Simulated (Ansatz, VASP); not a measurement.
# Sb in VASP and in Ansatz

```
Sb
1.0
     0.00415   -0.23519    6.35890
     4.38566   -4.61661    0.16556
     4.37647    4.61196   -0.16305
Sb
8
Direct
  0.98166 0.98139 0.01788
  0.51808 0.01860 0.98172
  0.01806 0.01859 0.48180
  0.48155 0.98138 0.51799
  0.01841 0.51870 0.98204
  0.48190 0.48134 0.01827
  0.98195 0.48143 0.51825
  0.51840 0.51857 0.48205
```

Change from the starting cell: cell x8, atoms moved at random (sigma 0.1 Å) and cell strained at random (1.5 %), then relaxed without symmetry.

Alike in both runs: functional PBE; k mesh 4 × 4 × 4; occupations gaussian, width 0.2 eV; no spin polarisation.

Ansatz relaxed the structure, and its values are those at the end. VASP's run is a single point on that final structure, the one shown.

```csv
,VASP,Ansatz
version,VASP 6.6.1,Ansatz 0.2.0
potentials or method,"VASP PAW PBE potentials, release 64 (Sb), cutoff 520 eV","scalar-relativistic, plane waves, PAW"
valence electrons in the cell,40,120
```

Ansatz gave:

| Item | Value |
| --- | --- |
| pressure (GPa) | 0.0 |
| rms of the force components (eV/Å) | 0.015 |

What did VASP give for the same quantities?

Pressure (GPa): 0.0; rms of the force components (eV/Å): 0.037.

With one functional, cell and mesh, what is left measures potentials, basis and numerics. VASP's potentials hold 40 valence electrons a cell and Ansatz's 120, so a difference there can come from the potentials and not from the codes.

Spin-orbit coupling is off throughout.
